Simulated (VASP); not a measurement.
**Sn2PbO3: relaxation of cell and atoms with PBE**

Crystal: Sn2PbO3.

```xyz
12
Lattice="-3.9798 0.0270 0.0702 0.0924 -0.0051 -5.3187 0.0791 -11.2887 -0.0114" Properties=species:S:1:pos:R:3 pbc="T T T"
Sn   -3.8582   -1.8028   -4.1406
Sn   -1.8676   -3.7507   -0.9598
Sn    0.0690   -9.4204   -4.2508
Sn   -1.9877   -7.4471   -1.0856
Pb   -3.8621   -5.6462   -3.9215
Pb   -1.9919    0.0871   -1.3111
O    -1.9109   -5.6327   -5.2233
O     0.0680   -3.7390    0.0093
O    -1.9053   -1.9125   -5.1793
O    -3.9396    0.0580   -0.1304
O     0.1064   -7.6877   -0.0612
O    -1.8488   -9.4180   -5.2932
```

```json
{
 "Program": "VASP 6.6.1",
 "Task": "relaxation of cell and atoms",
 "Functional": "PBE",
 "Potentials or basis": "VASP PAW PBE potentials, release 64 (Sn_d, Pb_d, O)",
 "Cutoff": "600 eV",
 "k mesh": "4 × 4 × 1",
 "Occupations": "gaussian, width 0.1 eV",
 "Spin": "no spin polarisation",
 "Dipole correction": "no",
 "Further INCAR settings": "ALGO = Normal; EDIFF = 1e-07; IBRION = 2; EDIFFG = -0.025; NSW = 80; ISIF = 3"
}
```

```json
{
 "Relaxed volume": "19.69 Å³/atom",
 "Relaxed cell": "a = 3.908 Å, b = 5.124 Å, c = 11.801 Å, α = 90.03°, β = 89.99°, γ = 89.98°",
 "Space group after relaxing (to 0.1 Å)": "Pmmn (No. 59)",
 "Energy gained by relaxing": "37.4 meV/atom",
 "Ionic steps": "27",
 "Pressure after relaxing": "0.0 GPa",
 "Largest force after relaxing": "0.023 eV/Å",
 "Band gap on the k mesh": "1.51 eV (least direct gap 2.02 eV)"
}
```

Forces in eV/Å, atoms in the order of the input:
```
Sn   0.002 -0.005 -0.007
Sn  -0.004  0.002  0.001
Sn  -0.005  0.011 -0.006
Sn  -0.006  0.007  0.016
Pb  -0.004  0.005  0.002
Pb   0.002  0.004  0.015
O    0.010 -0.009 -0.019
O   -0.002  0.002  0.008
O   -0.009 -0.002 -0.002
O    0.002  0.001 -0.002
O    0.013 -0.005  0.000
O    0.000 -0.010 -0.005
```

Step by step:
| step | energy change (eV) | largest force (eV/Å) | pressure (GPa) | volume (Å³) |
| --- | --- | --- | --- | --- |
| 1 | 0.0000 | 1.3813 | 3.42 | 238.86 |
| 2 | -0.2024 | 0.9585 | -3.29 | 253.86 |
| 3 | -0.2685 | 0.6299 | -1.29 | 248.61 |
| 4 | -0.3674 | 0.2975 | -0.30 | 245.85 |
| 5 | -0.3765 | 0.3224 | 0.14 | 244.74 |
| 6 | -0.3987 | 0.1821 | -0.13 | 244.74 |
| 7 | -0.4056 | 0.1569 | -0.37 | 244.74 |
| 8 | -0.4134 | 0.1408 | 0.15 | 242.72 |
| 9 | -0.4139 | 0.1804 | 0.33 | 242.05 |
| 10 | -0.4201 | 0.1536 | 0.11 | 241.84 |
| 11 | -0.4233 | 0.1512 | -0.22 | 241.51 |
| 12 | -0.4298 | 0.1167 | -0.12 | 240.42 |
| 13 | -0.4355 | 0.1566 | 0.09 | 238.36 |
| 14 | -0.4401 | 0.0857 | -0.11 | 238.35 |
| 15 | -0.4415 | 0.0844 | -0.28 | 238.34 |
| 16 | -0.4433 | 0.0801 | 0.17 | 236.91 |
| 17 | -0.4434 | 0.0621 | 0.07 | 237.21 |
| 18 | -0.4445 | 0.0430 | 0.01 | 237.10 |
| 19 | -0.4446 | 0.0526 | -0.02 | 237.04 |
| 20 | -0.4454 | 0.0352 | -0.01 | 236.88 |
| 21 | -0.4462 | 0.0559 | 0.00 | 236.57 |
| 22 | -0.4470 | 0.0297 | 0.04 | 236.40 |
| 23 | -0.4475 | 0.0475 | 0.10 | 236.17 |
| 24 | -0.4479 | 0.0391 | -0.04 | 236.45 |
| 25 | -0.4479 | 0.0467 | -0.07 | 236.51 |
| 26 | -0.4483 | 0.0290 | -0.04 | 236.41 |
| 27 | -0.4484 | 0.0232 | -0.02 | 236.33 |

Final structure:
```
Sn Pb O
1.0
    -3.90789   -0.00071   -0.00099
    -0.00075    0.00092   -5.12447
    -0.00039  -11.80141    0.00375
Sn Pb O
4 2 6
Direct
  0.99997 0.78788 0.16399
  0.49947 0.21190 0.33601
  0.99994 0.78799 0.83598
  0.49991 0.21228 0.66415
  0.00009 0.73563 0.50006
  0.50007 0.26465 0.00013
  0.50038 0.99375 0.49991
  0.99970 0.99527 0.32835
  0.49959 0.00470 0.17153
  0.00012 0.00587 0.99999
  0.00058 0.99535 0.67157
  0.50017 0.00474 0.82830
```

Levels at points of the mesh, in eV from the valence-band top:
| k point | band 58 | band 59 | band 60 | band 61 | band 62 | band 63 |
| --- | --- | --- | --- | --- | --- | --- |
| (0.00, 0.00, 0.00) | -1.12 | -0.58 | 0.00 | 2.02 | 2.96 | 3.00 |
| (0.50, 0.00, 0.00) | -1.76 | -1.44 | -1.44 | 1.51 | 1.51 | 1.57 |
| (0.00, 0.50, 0.00) | -1.23 | -1.13 | -1.09 | 1.75 | 1.85 | 2.16 |
| (0.50, 0.50, 0.00) | -1.52 | -1.11 | -1.11 | 2.56 | 2.57 | 2.90 |

Run time: 37 min on 1 thread of AMD EPYC 9R45 96-Core Processor (Zen 5) (shared host), peak memory 0.44 GiB.

Caveat: the k points lie up to 0.53 Å⁻¹ apart in the final cell; spin-orbit coupling is left out, which moves the levels of the heavy elements. A k mesh can miss the band edges.
